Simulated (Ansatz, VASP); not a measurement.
Ti4N3O in VASP and in Ansatz

```xyz
8
Lattice="4.2545 0.0000 0.0000 0.0000 4.2545 0.0000 0.0000 0.0000 4.2545" Properties=species:S:1:pos:R:3 pbc="T T T"
Ti    0.0000    0.0000    0.0000
Ti    2.1273    0.0000    2.1273
Ti    0.0000    2.1273    2.1273
Ti    2.1273    2.1273    0.0000
N     0.0000    2.1273    0.0000
N     2.1273    0.0000    0.0000
N     0.0000    0.0000    2.1273
O     2.1273    2.1273    2.1273
```

Alike in both runs: functional PBE; k mesh 10 × 10 × 10; occupations gaussian, width 0.1 eV; no spin polarisation.

Ansatz relaxed the structure, and its values are those at the end. VASP's run is a single point on that final structure, the one shown.

```csv
,VASP,Ansatz
version,VASP 6.6.1,Ansatz 0.2.0
potentials or method,"VASP PAW PBE potentials, release 64 (Ti_sv, N, O), cutoff 520 eV","scalar-relativistic, plane waves, PAW"
valence electrons in the cell,69,69
```

```csv
,VASP,Ansatz,Ansatz less VASP
gap on the k mesh at the Fermi level (eV),none,none,-
pressure (GPa),0.5,0.0,-0.45
```

A gap of «none» marks a metal or a gap that the smearing closes.
